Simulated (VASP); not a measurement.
**Ir: single point with PBE**

Ir:

```
Ir
1.0
     0.00000    1.93528    1.93528
     1.93528    0.00000    1.93528
     1.93528    1.93528    0.00000
Ir
1
Direct
  0.00000 0.00000 0.00000
```

```
Program                : VASP 6.6.1
Task                   : single point
Functional             : PBE
Potentials or basis    : VASP PAW PBE potentials, release 64 (Ir)
Cutoff                 : 500 eV
k mesh                 : 18 × 18 × 18
Occupations            : gaussian, width 0.05 eV
Spin                   : no spin polarisation
Dipole correction      : no
Further INCAR settings : ALGO = Normal; EDIFF = 1e-06; NBANDS = 10
```

The pressure is 0.4 GPa. The band gap on the k mesh is zero (an odd number of electrons rules out a gap without spin polarisation).

Levels at points of the mesh, in eV from the Fermi level:
```tsv
k point	band 1	band 2	band 3	band 4	band 5	band 6	band 7	band 8	band 9
(0.00, 0.00, 0.00)	-10.89	-3.78	-3.78	-3.78	-1.19	-1.19	14.34	19.78	19.78
(0.50, 0.00, 0.00)	-7.88	-3.87	-3.87	-0.73	0.82	0.82	6.98	13.88	19.55
(0.50, 0.50, 0.00)	-7.67	-7.11	0.79	1.37	1.37	1.67	10.15	11.56	11.56
```

It took 29 s on 1 thread of Intel Xeon 8259CL, on a shared host, peak memory 0.15 GiB.

Caveat: spin-orbit coupling is left out, which moves the levels of the heavy elements.
